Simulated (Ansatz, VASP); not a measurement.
W in VASP and in Ansatz

File INCAR:

```
SYSTEM = W
PREC     = Accurate       ! precision mode
ENCUT    = 520            ! plane-wave cutoff, eV
EDIFF    = 1E-7           ! SCF threshold, eV
ISMEAR   = 0              ! smearing method
SIGMA    = 0.15           ! smearing width, eV
LREAL    = .FALSE.        ! projectors in reciprocal space
LASPH    = .TRUE.         ! aspherical terms in the spheres
NELM     = 80             ! most SCF steps
ALGO     = Fast           ! electronic algorithm
ISIF     = 2              ! what is computed and relaxed
LWAVE    = .FALSE.        ! write WAVECAR
LCHARG   = .FALSE.        ! write CHGCAR
GGA      = PE             ! functional
NBANDS   = 13             ! bands
```

Contents of KPOINTS:

```
Automatic mesh
0
G
  20 20 20
  0 0 0
```

The input POSCAR:

```
W
1.0
   -1.5793303750      1.5973000000      1.5793303750
    1.6152696250     -1.5973000000      1.6152696250
    1.5793303750      1.5973000000     -1.5793303750
W
1
Direct
    0.0000000000      0.0000000000      0.0000000000
```

Input for Ansatz:

```yaml
crystal:
  lattice:
    - [-1.579330375, 1.5973, 1.579330375]
    - [1.615269625, -1.5973, 1.615269625]
    - [1.579330375, 1.5973, -1.579330375]
  atoms:
    - { symbol: W, position: [0.0, 0.0, 0.0] }
basis:
  ecutwfc: 420
kpoints:
  mp_grid: { grid: [20, 20, 20] }
hamiltonian:
  xc: pbe
scf:
  occupations: { method: gaussian, width: 0.15 }
output:
  forces: true
  stress: true
  eigenvalues: true
```

Change from the starting cell: strain +0.0225 x Voigt [0, 0, 0, 0, 1, 0], atoms carried along.

Alike in both runs: task single point; functional PBE; k mesh 20 × 20 × 20; occupations gaussian, width 0.15 eV; no spin polarisation.

|  | VASP | Ansatz |
| --- | --- | --- |
| version | VASP 6.6.1 | Ansatz 0.2.0 |
| potentials or method | VASP PAW PBE potentials, release 64 (W_sv), cutoff 520 eV | scalar-relativistic, plane waves, PAW |
| valence electrons in the cell | 14 | 14 |

|  | VASP | Ansatz | Ansatz less VASP |
| --- | --- | --- | --- |
| gap on the k mesh at the Fermi level (eV) | none | none | - |
| pressure (GPa) | -2.5 | -3.0 | -0.46 |
| traceless stress, the component that is largest in VASP (GPa) | -3.27 | -3.23 | +0.044 |

A gap of «none» marks a metal or a gap that the smearing closes. With one functional, cell and mesh, what is left measures potentials, basis and numerics.

Spin-orbit coupling is off throughout.
